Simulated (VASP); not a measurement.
Here is a VASP 6.6.1 calculation.

File INCAR:

```
PREC = Accurate
ENCUT = 520
EDIFF = 1E-6
ISMEAR = 0
SIGMA = 0.1
LREAL = False
LASPH = True
NELM = 100
ALGO = Normal
ISIF = 2
LWAVE = False
LCHARG = False
GGA = PS
NBANDS = 56
KPAR = 4
```

Contents of KPOINTS:

```
Automatic mesh
0
Gamma
  10 6 6
```

The input POSCAR:

```
SiGe3
1.0
    1.9735752904      3.4183326756      0.0000000000
   -0.0012389297      0.0007152964      6.5203626870
    5.9243118423     -3.4204030369     -0.0015006521
Ge Si
6 2
Direct
    0.5000000000      0.0617554343      0.1648110876
    0.0000000000      0.0689940698      0.6685330870
    0.0000000000      0.5613182848      0.3383251334
    0.5000000000      0.4386817152      0.1616748666
    0.5000000000      0.9310059302      0.8314669130
    0.0000000000      0.9382445657      0.3351889124
    0.5000000000      0.5598947742      0.8286710224
    0.0000000000      0.4401052258      0.6713289776
```

Potentials or basis: VASP PAW PBE potentials, release 64 (Ge_d, Si).

Command:

```console
$ cat potpaw_PBE.64/Ge_d/POTCAR potpaw_PBE.64/Si/POTCAR > POTCAR
$ mpirun -np 4 vasp_std > vasp.out
```

(1) What does it give for the largest force?

(2) Predict the band gap on the k mesh.

(3) Estimate the pressure.

## Answers

(1) 0.019 eV/Å.

(2) 0.04 eV.

(3) -0.1 GPa.

Caveat: the PAW data sets were made with another functional, which shifts forces and pressure a little.
